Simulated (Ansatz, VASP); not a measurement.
**One calculation of AlN, two programs**

The input INCAR:

```
SYSTEM = AlN
ALGO = Normal ; EDIFF = 1E-6
ENCUT = 520 ; GGA = CA
ISIF = 2 ; ISMEAR = -1
LASPH = .True. ; LCHARG = .False.
LREAL = .False. ; LWAVE = .False.
NBANDS = 16 ; NELM = 80
PREC = Accurate ; SIGMA = 0.05
```

The input KPOINTS:

```
k-points
0
Gamma
  9 9 7
  0 0 0
```

The input POSCAR:

```
AlN
1.0
    3.3340509224      0.0000000000      0.0000000000
   -1.6670254612      2.8873727963      0.0000000000
    0.0000000000      0.0000000000      4.2152960135
Al N
2 2
Direct
    0.6666666667      0.3333333333      0.2500000000
    0.3333333333      0.6666666667      0.7500000000
    0.6666666667      0.3333333333      0.7500000000
    0.3333333333      0.6666666667      0.2500000000
```

The input input.yaml:

```yaml
crystal:
  lattice:
    - [3.3340509224, 0.0, 0.0]
    - [-1.6670254612, 2.8873727963, 0.0]
    - [0.0, 0.0, 4.2152960135]
  atoms:
    - { symbol: Al, position: [0.6666666667, 0.3333333333, 0.25] }
    - { symbol: Al, position: [0.3333333333, 0.6666666667, 0.75] }
    - { symbol: "N", position: [0.6666666667, 0.3333333333, 0.75] }
    - { symbol: "N", position: [0.3333333333, 0.6666666667, 0.25] }
hamiltonian:
  xc: lda
  pseudopotentials: { kind: paw }
kpoints:
  mp_grid: { grid: [9, 9, 7] }
scf:
  occupations: { method: fermi_dirac, width: 0.05 }
output:
  forces: true
  stress: true
  eigenvalues: true
  write_density: true
  write_potential: true
  elf: true
  volumetric_format: npy
```

Alike in both runs: task single point; functional LDA; k mesh 9 × 9 × 7; occupations fermi-dirac, width 0.05 eV; no spin polarisation.

|  | VASP | Ansatz |
| --- | --- | --- |
| version | VASP 6.6.1 | Ansatz 0.2.0 |
| potentials or method | VASP PAW LDA potentials, release 64 (Al, N) | Ansatz PAW |
| plane-wave cutoff (eV) | 520 | 420 |
| valence electrons in the cell | 16 | 16 |

VASP gave:

- gap on the k mesh at the Fermi level (eV): 3.14
- least direct gap on the mesh (eV): 3.14
- pressure (GPa): -11.9
- traceless stress, the component that is largest in VASP (GPa): 0.23

Question: Which values does Ansatz return?

Answer: gap on the k mesh at the Fermi level (eV): 3.13; least direct gap on the mesh (eV): 3.13; pressure (GPa): -12.3; traceless stress, the component that is largest in VASP (GPa): 0.41.

LDA's correlation is that of Perdew and Zunger in VASP and of Perdew and Wang (1992) in Ansatz.

Noted on Ansatz's run: odd divisions of the mesh miss points on the zone boundary, where band edges often lie, so the gap on the mesh can be too wide.
